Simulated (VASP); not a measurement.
# TiC (Fm-3m) in VASP: further runs

The runs below take TiC through single point, with PBEsol.

Everything below comes from runs of VASP 6.6.1. Logs are shortened: lines on timing, memory, paths and dates and some standing lists are left out, and cuts for length are marked.

## Step 1: The cell of the first run

Symmetry: Fm-3m, No. 225, cubic system. Conventional cell: a = 4.127 Å, b = 4.127 Å, c = 4.127 Å, α = 90.00°, β = 90.00°, γ = 90.00°. Ti (site symmetry m-3m) has 6 C at 2.06 Å within 2.7 Å. Within 2.7 Å of C (site symmetry m-3m) lie 6 Ti at 2.06 Å.

## Step 2: Single point, PBEsol

The input, INCAR:

```
PREC     = Accurate       # precision mode
ENCUT    = 520            # plane-wave cutoff, eV
EDIFF    = 1E-7           # SCF threshold, eV
ISMEAR   = 0              # smearing method
SIGMA    = 0.15           # smearing width, eV
LREAL    = False          # projectors in reciprocal space
LASPH    = True           # aspherical terms in the spheres
NELM     = 80             # most SCF steps
ALGO     = Normal         # electronic algorithm
ISIF     = 2              # what is computed and relaxed
LWAVE    = False          # write WAVECAR
LCHARG   = True           # write CHGCAR
GGA      = PS             # functional
LELF     = True           # ELF
LVHAR    = True         
NBANDS   = 15             # bands
```

The input, KPOINTS:

```
Automatic mesh
0
Gamma
  13 13 13
```

The input, POSCAR:

```
TiC
1.0
    0.0000000000      2.0636054647      2.0636054647
    2.0636054647      0.0000000000      2.0636054647
    2.0636054647      2.0636054647      0.0000000000
Ti C
1 1
Direct
    0.0000000000      0.0000000000      0.0000000000
    0.5000000000      0.5000000000      0.5000000000
```

Potentials or basis: VASP PAW PBE potentials, release 64 (Ti_sv, C).

On the command line:

```bash
$ cat potpaw_PBE.64/Ti_sv/POTCAR potpaw_PBE.64/C/POTCAR > POTCAR
$ mpirun -np 1 vasp_std > vasp.out
```

OUTCAR:

```text
PREC = Accurate
   ENCUT = 520
   EDIFF = 1E-7
   ISMEAR = 0
   LREAL = False
   LASPH = True
   NELM = 80
   ISIF = 2
   GGA = PS

 ion  position               nearest neighbor table
   1  0.000  0.000  0.000-   2 2.06   2 2.06   2 2.06   2 2.06   2 2.06   2 2.06
   2  0.500  0.500  0.500-   1 2.06   1 2.06   1 2.06   1 2.06   1 2.06   1 2.06

  LATTYP: Found a face centered cubic cell.
 ALAT       =     4.1272109294

  Lattice vectors:

 A1 = (   0.0000000000,   2.0636054647,   2.0636054647)
 A2 = (   2.0636054647,   0.0000000000,   2.0636054647)
 A3 = (   2.0636054647,   2.0636054647,   0.0000000000)

Analysis of symmetry for initial positions (statically):
=====================================================================
 Subroutine PRICEL returns:
 Original cell was already a primitive cell.

 Routine SETGRP: Setting up the symmetry group for a
 face centered cubic supercell.

 Subroutine GETGRP returns: Found 48 space group operations
 (whereof 48 operations were pure point group operations)
 out of a pool of 48 trial point group operations.

The static configuration has the point symmetry O_h .

Analysis of symmetry for dynamics (positions and initial velocities):
=====================================================================
 Subroutine PRICEL returns:
 Original cell was already a primitive cell.

 Routine SETGRP: Setting up the symmetry group for a
 face centered cubic supercell.

 Subroutine GETGRP returns: Found 48 space group operations
 (whereof 48 operations were pure point group operations)
 out of a pool of 48 trial point group operations.

The dynamic configuration has the point symmetry O_h .

 Subroutine INISYM returns: Found 48 space group operations
 (whereof 48 operations are pure point group operations),
 and found     1 'primitive' translations

----------------------------------------------------------------------------------------

                                     Primitive cell

  volume of cell :      17.5756

  direct lattice vectors                    reciprocal lattice vectors
     0.000000000  2.063605465  2.063605465    -0.242294377  0.242294377  0.242294377
     2.063605465  0.000000000  2.063605465     0.242294377 -0.242294377  0.242294377
     2.063605465  2.063605465  0.000000000     0.242294377  0.242294377 -0.242294377

  length of vectors
     2.918378836  2.918378836  2.918378836     0.419666171  0.419666171  0.419666171

  position of ions in fractional coordinates (direct lattice)
     0.000000000  0.000000000  0.000000000
     0.500000000  0.500000000  0.500000000

  ion indices of the primitive-cell ions
   primitive index   ion index
                 1           1
                 2           2

----------------------------------------------------------------------------------------

 KPOINTS: Automatic mesh

Automatic generation of k-mesh.
 Grid dimensions read from file:
 generate k-points for:   13   13   13

 Generating k-lattice:

  Cartesian coordinates                     Fractional coordinates (reciprocal lattice)
    -0.018638029  0.018638029  0.018638029     0.076923077  0.000000000  0.000000000
     0.018638029 -0.018638029  0.018638029     0.000000000  0.076923077  0.000000000
     0.018638029  0.018638029 -0.018638029     0.000000000  0.000000000  0.076923077

  Length of vectors
     0.032282013  0.032282013  0.032282013

  Shift w.r.t. Gamma in fractional coordinates (k-lattice)
     0.000000000  0.000000000  0.000000000

 Subroutine IBZKPT returns following result:
 ===========================================

 Found     84 irreducible k-points:

 Following reciprocal coordinates:
            Coordinates               Weight
  0.000000  0.000000  0.000000      1.000000
  0.076923  0.000000  0.000000      8.000000
  0.153846  0.000000  0.000000      8.000000
  0.230769  0.000000  0.000000      8.000000
  0.307692  0.000000  0.000000      8.000000
  0.384615  0.000000  0.000000      8.000000
[... 16 lines left out ...]
  0.384615  0.153846  0.000000     24.000000
  0.461538  0.153846  0.000000     24.000000
 [... further k-points ...]
   k-points           NKPTS =     84   k-points in BZ     NKDIM =     84   number of bands    NBANDS=     15
   number of dos      NEDOS =    301   number of ions     NIONS =      2
   total plane-waves  NPLWV =  13824
   dimension x,y,z NGX =    24 NGY =   24 NGZ =   24
   dimension x,y,z NGXF=    48 NGYF=   48 NGZF=   48
   ions per type =               1   1
   NGX,Y,Z   is equivalent  to a cutoff of  13.67, 13.67, 13.67 a.u.
   NGXF,Y,Z  is equivalent  to a cutoff of  27.34, 27.34, 27.34 a.u.
 SYSTEM =  unknown system
   PREC   = accura    normal or accurate (medium, high low for compatibility)
   ISTART =      0    job   : 0-new  1-cont  2-samecut
   ICHARG =      2    charge: 1-file 2-atom 10-const
   ISPIN  =      1    spin polarized calculation?
   LNONCOLLINEAR =      F non collinear calculations
   LSORBIT =      F    spin-orbit coupling
   LASPH  =      T    aspherical Exc in radial PAW
   ENCUT  =  520.0 eV  38.22 Ry    6.18 a.u.   5.43  5.43  5.43*2*pi/ulx,y,z
   NELM   =     80;   NELMIN=  2; NELMDL= -5     # of ELM steps
   EDIFF  = 0.1E-06   stopping-criterion for ELM
   LREAL  =      F    real-space projection
   EDIFFG = 0.1E-05   stopping-criterion for IOM
   NSW    =      0    number of steps for IOM
   IBRION =     -1    ionic relax: 0-MD 1-quasi-New 2-CG
   NFREE  =      0    steps in history (QN), initial steepest desc. (CG)
   ISIF   =      2    stress and relaxation
   ISYM   =      2    0-nonsym 1-usesym 2-fastsym
   POTIM  = 0.5000    time-step for ionic-motion
   TEBEG  =    0.0;   TEEND  =   0.0 temperature during run
   PSTRESS=    0.0 pullay stress
   NELECT =      16.0000    total number of electrons
   NUPDOWN=      -1.0000    fix difference up-down
   EMIN   =  10.00;   EMAX   =-10.00  energy-range for DOS
   EFERMI =   0.00;   METHOD = LEGACY
   ISMEAR =     0;   SIGMA  =   0.15  broadening in eV -4-tet -1-fermi 0-gaus
   EFERMI_NEDOS =   21; number of points for ismear=-14 and -15
   IALGO  =     38    algorithm
   IMIX   =      4    mixing-type and parameters
     AMIX     =   0.40;   BMIX     =  1.00
     AMIX_MAG =   1.60;   BMIX_MAG =  1.00
  volume/ion in A,a.u.               =       8.79        59.30
  Fermi-wavevector in a.u.,A,eV,Ry     =   1.586639  2.998313 34.251629  2.517424
  Thomas-Fermi vector in A             =   2.685919
   LORBIT       =      0    0 simple, 1 ext, 2 COOP (PROOUT), +10 PAW based schemes
   GGA     = PS    functional components
   LHFCALC =     F    Hartree Fock is set to
   AEXX    =    0.0000 exact exchange contribution
   IVDW    =     0    specifies the selected vdW correction
   LEPSILON=     F    determine dielectric tensor
   LRPA    =     F    only Hartree local field effects (RPA)
 non-spin polarized calculation
 Gauss-broadening in eV      SIGMA  =   0.15
  energy-cutoff  :      520.00
  volume of cell :       17.58
 maximum number of plane-waves:       495
 NGX is ok and might be reduce to    24
   NGX = 11   NGY = 11   NGZ = 11

 number of electron      16.0000001 magnetization

 Free energy of the ion-electron system (eV)
  ---------------------------------------------------
  ext. energy  EPLUGINS =         0.00000000
  ---------------------------------------------------
  free energy    TOTEN  =       -19.55002092 eV

  energy without entropy =      -19.54707938  energy(sigma->0) =      -19.54855015

 E-fermi :  11.1115     XC(G=0): -13.6283

 val. band max:       11.0907426973   @ k =   0.0769   0.0000   0.0000
 cond. band min:      11.1582765199   @ k =   0.3846   0.3077   0.0000
 fundamental gap:      0.0675338226
 Fermi energy:        11.1115023834

 k-point     1 :       0.0000    0.0000    0.0000
  band No.  band energies     occupation
      1     -44.8241      2.00000
      2     -20.8443      2.00000
      3     -20.8443      2.00000
      4     -20.8443      2.00000
      5      -1.9288      2.00000
      6      11.7886      0.00000
      7      11.7886      0.00000
      8      11.7886      0.00000
      9      12.9925      0.00000
     10      12.9925      0.00000
     11      12.9925      0.00000
     12      13.1348      0.00000
     13      13.1348      0.00000
     14      23.8371      0.00000
     15      25.5972      0.00000

 k-point     2 :       0.0769    0.0000    0.0000
  band No.  band energies     occupation
      1     -44.8161      2.00000
      2     -20.8965      2.00000
      3     -20.8488      2.00000
      4     -20.8488      2.00000
      5      -1.7660      2.00000
      6      11.0907      1.15517
      7      11.4147      0.00426
      8      11.4147      0.00426
      9      12.2085      0.00000
     10      12.2085      0.00000
     11      13.3843      0.00000
     12      14.5360      0.00000
     13      14.5360      0.00000
     14      24.0516      0.00000
     15      25.7648      0.00000

 k-point     3 :       0.1538    0.0000    0.0000
  band No.  band energies     occupation
      1     -44.7937      2.00000
      2     -21.0387      2.00000
      3     -20.8610      2.00000
      4     -20.8610      2.00000
      5      -1.2961      2.00000
      6       9.8195      2.00000
      7      10.3022      2.00000
      8      10.3022      2.00000
      9      12.4613      0.00000
     10      12.4613      0.00000
     11      13.8756      0.00000
     12      16.0935      0.00000
     13      16.0935      0.00000
     14      24.4219      0.00000
     15      26.1119      0.00000

 k-point     4 :       0.2308    0.0000    0.0000
  band No.  band energies     occupation
      1     -44.7620      2.00000
      2     -21.2345      2.00000
      3     -20.8782      2.00000
      4     -20.8782      2.00000
      5      -0.5703      2.00000
      6       8.4116      2.00000
      7       9.3033      2.00000
      8       9.3033      2.00000
      9      12.9839      0.00000
     10      12.9839      0.00000
     11      14.3210      0.00000
     12      17.6233      0.00000
     13      17.6233      0.00000
     14      24.0308      0.00000
     15      26.8395      0.00000
[... 307 lines left out ...]
 k-point    22 :       0.3077    0.1538    0.0000
  band No.  band energies     occupation
      1     -44.7296      2.00000
      2     -21.3147      2.00000
      3     -20.9577      2.00000
      4     -20.9472      2.00000
      5       0.0108      2.00000
      6       7.2317      2.00000
      7       8.9698      2.00000
      8       9.6771      2.00000
      9      12.0132      0.00000
     10      13.9997      0.00000
     11      15.3020      0.00000
     12      16.6502      0.00000
     13      19.0316      0.00000
     14      24.8378      0.00000
     15      27.1138      0.00000

 k-point    23 :       0.3846    0.1538    0.0000
  band No.  band energies     occupation
      1     -44.7001      2.00000
      2     -21.4730      2.00000
      3     -20.9797      2.00000
      4     -20.9710      2.00000
      5       0.7790      2.00000
      6       6.4370      2.00000
      7       8.2256      2.00000
      8       8.9566      2.00000
      9      12.6875      0.00000
     10      14.4912      0.00000
     11      15.5793      0.00000
     12      17.7877      0.00000
     13      19.7407      0.00000
     14      23.7010      0.00000
     15      27.7918      0.00000

 k-point    24 :       0.4615    0.1538    0.0000
  band No.  band energies     occupation
      1     -44.6780      2.00000
      2     -21.5868      2.00000
      3     -21.0159      2.00000
      4     -20.9713      2.00000
      5       1.5221      2.00000
      6       5.6715      2.00000
      7       7.8225      2.00000
      8       8.3973      2.00000
      9      13.4309      0.00000
     10      14.7557      0.00000
     11      15.7987      0.00000
     12      18.8832      0.00000
     13      19.8626      0.00000
     14      22.7288      0.00000
     15      27.5306      0.00000

 [... further k-points ...]
[... 5 lines left out ...]
  --------------------------------------------------------------------------------------
  -------------------------------------------------------------------------------------
  Total        4.3994515      4.3994515      4.3994515      0.0000000      0.0000000     -0.0000000
  in kB      401.0505439    401.0505439    401.0505439      0.0000000      0.0000000     -0.0000000
  external PRESSURE =     401.0505439 kB  Pullay stress =       0.0000000 kB

 VOLUME and BASIS-vectors are now :
 -----------------------------------------------------------------------------
  energy-cutoff  :      520.00
  volume of cell :       17.58
      direct lattice vectors                 reciprocal lattice vectors
     0.000000000  2.063605465  2.063605465    -0.242294377  0.242294377  0.242294377
     2.063605465  0.000000000  2.063605465     0.242294377 -0.242294377  0.242294377
     2.063605465  2.063605465  0.000000000     0.242294377  0.242294377 -0.242294377

 POSITION                                       TOTAL-FORCE (eV/Angst)
 -----------------------------------------------------------------------------------
      0.00000      0.00000      0.00000         0.000000      0.000000     -0.000000
      2.06361      2.06361      2.06361        -0.000000     -0.000000      0.000000
 -----------------------------------------------------------------------------------
    total drift:                                0.000000     -0.000000     -0.000000

  FREE ENERGIE OF THE ION-ELECTRON SYSTEM (eV)
  ---------------------------------------------------
  free  energy   TOTEN  =       -19.5500209168 eV

  energy  without entropy=      -19.5470793817  energy(sigma->0) =      -19.54855015
```

It took 17 s on 1 thread of Intel Xeon Platinum 8375C at 2.90GHz (Ice Lake), shared host; peak memory 0.15 GiB.

Results:

```
Free energy            : -19.5500 eV
Pressure               : 40.1 GPa
Band gap on the k mesh : zero (band 8 reaches 11.79 eV, above the bottom of band 9 at 10.67 eV)
```

Caveat: the PAW data sets were made with another functional, which shifts forces and pressure a little.

## Step 3: Single point, PBEsol

This run uses another cell than the first one, of 9.26 Å³/atom, 1.054 times its volume.

The input, INCAR:

```
PREC = Accurate
ENCUT = 520
EDIFF = 1E-7
ISMEAR = 0
SIGMA = 0.15
LREAL = F
LASPH = T
NELM = 100
ALGO = Normal
ISIF = 2
LWAVE = F
LCHARG = F
GGA = PS
NBANDS = 15
```

The input, KPOINTS:

```
regular mesh
0
Gamma
  13 13 13
```

The input, POSCAR:

```
TiC
1.0
    0.0000000000      2.1001142287      2.1001142287
    2.1001142287      0.0000000000      2.1001142287
    2.1001142287      2.1001142287      0.0000000000
Ti C
1 1
Direct
    0.0000000000      0.0000000000      0.0000000000
    0.5000000000      0.5000000000      0.5000000000
```

Potentials or basis: VASP PAW PBE potentials, release 64 (Ti_sv, C).

On the command line:

```bash
$ cat potpaw_PBE.64/Ti_sv/POTCAR potpaw_PBE.64/C/POTCAR > POTCAR
$ mpirun -np 1 vasp_std > vasp.out
```

Wall time 18 s (1 thread of Intel Xeon Platinum 8375C at 2.90GHz (Ice Lake), shared host); peak memory 0.15 GiB.

Results (log left out):

```yaml
Free_energy: -19.7269 eV
Pressure: 20.2 GPa
Band_gap_on_the_k_mesh: zero (band 8 reaches 11.11 eV, above the bottom of band 9 at 10.01 eV)
```

Levels at points of the mesh, in eV from the Fermi level:
| k point | band 6 | band 7 | band 8 | band 9 | band 10 | band 11 |
| --- | --- | --- | --- | --- | --- | --- |
| (0.00, 0.00, 0.00) | 0.68 | 0.68 | 0.68 | 1.82 | 1.82 | 1.82 |

Caveat: the PAW data sets were made with another functional, which shifts forces and pressure a little.

## Step 4: Single point, PBEsol

This run uses another cell than the first one, of 9.01 Å³/atom, 1.025 times its volume.

The input, INCAR:

```
SYSTEM = TiC
ALGO     = Normal         ! electronic algorithm
EDIFF    = 1E-7           ! SCF threshold, eV
ENCUT    = 520            ! plane-wave cutoff, eV
GGA      = PS             ! functional
ISIF     = 2              ! what is computed and relaxed
ISMEAR   = 0              ! smearing method
LASPH    = .TRUE.         ! aspherical terms in the spheres
LCHARG   = .TRUE.         ! write CHGCAR
LELF     = .TRUE.         ! ELF
LREAL    = .FALSE.        ! projectors in reciprocal space
LVHAR    = .TRUE.       
LWAVE    = .FALSE.        ! write WAVECAR
NBANDS   = 15             ! bands
NELM     = 80             ! most SCF steps
PREC     = Accurate       ! precision mode
SIGMA    = 0.15           ! smearing width, eV
```

The input, KPOINTS:

```
k-points
0
G
  13 13 13
  0 0 0
```

The input, POSCAR:

```
TiC
1.0
    0.0000000000      2.0809032822      2.0809032822
    2.0809032822      0.0000000000      2.0809032822
    2.0809032822      2.0809032822      0.0000000000
Ti C
1 1
Direct
    0.0000000000      0.0000000000      0.0000000000
    0.5000000000      0.5000000000      0.5000000000
```

Potentials or basis: VASP PAW PBE potentials, release 64 (Ti_sv, C).

On the command line:

```bash
$ cat potpaw_PBE.64/Ti_sv/POTCAR potpaw_PBE.64/C/POTCAR > POTCAR
$ mpirun -np 1 vasp_std > vasp.out
```

OUTCAR:

```text
SYSTEM = TiC
   EDIFF = 1E-7
   ENCUT = 520
   GGA = PS
   ISIF = 2
   ISMEAR = 0
   LASPH = .TRUE.
   LREAL = .FALSE.
   NELM = 80
   PREC = Accurate

 ion  position               nearest neighbor table
   1  0.000  0.000  0.000-   2 2.08   2 2.08   2 2.08   2 2.08   2 2.08   2 2.08
   2  0.500  0.500  0.500-   1 2.08   1 2.08   1 2.08   1 2.08   1 2.08   1 2.08

  LATTYP: Found a face centered cubic cell.
 ALAT       =     4.1618065644

  Lattice vectors:

 A1 = (   0.0000000000,   2.0809032822,   2.0809032822)
 A2 = (   2.0809032822,   0.0000000000,   2.0809032822)
[... 610 lines left out ...]
     11      15.3249      0.00000
     12      18.3381      0.00000
     13      19.2761      0.00000
     14      22.1917      0.00000
     15      26.8967      0.00000

 [... further k-points ...]
[... 5 lines left out ...]
  --------------------------------------------------------------------------------------
  -------------------------------------------------------------------------------------
  Total        3.3922709      3.3922709      3.3922709      0.0000000     -0.0000000      0.0000000
  in kB      301.5889498    301.5889498    301.5889498      0.0000000     -0.0000000      0.0000000
  external PRESSURE =     301.5889498 kB  Pullay stress =       0.0000000 kB

 VOLUME and BASIS-vectors are now :
 -----------------------------------------------------------------------------
  energy-cutoff  :      520.00
  volume of cell :       18.02
      direct lattice vectors                 reciprocal lattice vectors
     0.000000000  2.080903282  2.080903282    -0.240280269  0.240280269  0.240280269
     2.080903282  0.000000000  2.080903282     0.240280269 -0.240280269  0.240280269
     2.080903282  2.080903282  0.000000000     0.240280269  0.240280269 -0.240280269

 POSITION                                       TOTAL-FORCE (eV/Angst)
 -----------------------------------------------------------------------------------
      0.00000      0.00000      0.00000         0.000000      0.000000      0.000000
      2.08090      2.08090      2.08090         0.000000     -0.000000     -0.000000
 -----------------------------------------------------------------------------------
    total drift:                                0.000000     -0.000000     -0.000000

  FREE ENERGIE OF THE ION-ELECTRON SYSTEM (eV)
  ---------------------------------------------------
  free  energy   TOTEN  =       -19.6477376752 eV

  energy  without entropy=      -19.6446773203  energy(sigma->0) =      -19.64620750
```

Wall time 18 s (1 thread of Intel Xeon Platinum 8375C at 2.90GHz (Ice Lake), shared host); peak memory 0.15 GiB.

What came out:

| Quantity | Value |
| --- | --- |
| Free energy | -19.6477 eV |
| Pressure | 30.2 GPa |
| Band gap on the k mesh | zero (band 8 reaches 11.46 eV, above the bottom of band 9 at 10.35 eV) |

Caveat: the PAW data sets were made with another functional, which shifts forces and pressure a little.

[end of part 1 of 2]
